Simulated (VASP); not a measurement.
Ga, 2 atoms in the cell. It takes space group P6_3/mmc (No. 194, hexagonal). Conventional cell: a = 2.233 Å, b = 2.233 Å, c = 3.731 Å, α = 90.00°, β = 90.00°, γ = 120.00°. Ga (site symmetry -6m2) has 12 Ga at 2.23 to 2.27 Å within 3.0 Å. This isn't the form of Ga at room conditions, which is orthorhombic.

| Property | Result |
| --- | --- |
| Program | VASP 6.6.1 |
| Task | relaxation of cell and atoms |
| Functional | PBE |
| Potentials or basis | VASP PAW PBE potentials, release 64 (Ga_d) |
| Cutoff | 600 eV |
| k mesh | 19 × 19 × 11 |
| Occupations | fermi-dirac, width 0.05 eV |
| Spin | no spin polarisation |
| Target pressure | 330 GPa |
| Dipole correction | no |
| Further INCAR settings | ALGO = Normal; EDIFF = 1e-07; IBRION = 2; EDIFFG = -0.005; NSW = 32; ISIF = 3 |

Potentials or basis: VASP PAW PBE potentials, release 64 (Ga_d).

The run is started by

```bash
$ cat potpaw_PBE.64/Ga_d/POTCAR > POTCAR
$ mpirun -np 1 vasp_std > vasp.out
```

Hardware: 1 thread of Intel(R) Xeon(R) 6975P-C (Granite Rapids), with other jobs on the host.

Question: Estimate the wall time of this run.

Answer: Run time: 70 s on 1 thread of Intel(R) Xeon(R) 6975P-C (Granite Rapids), on a shared host, peak memory 0.18 GiB. Counts: scf iterations 29, k points 240, ion steps 3.
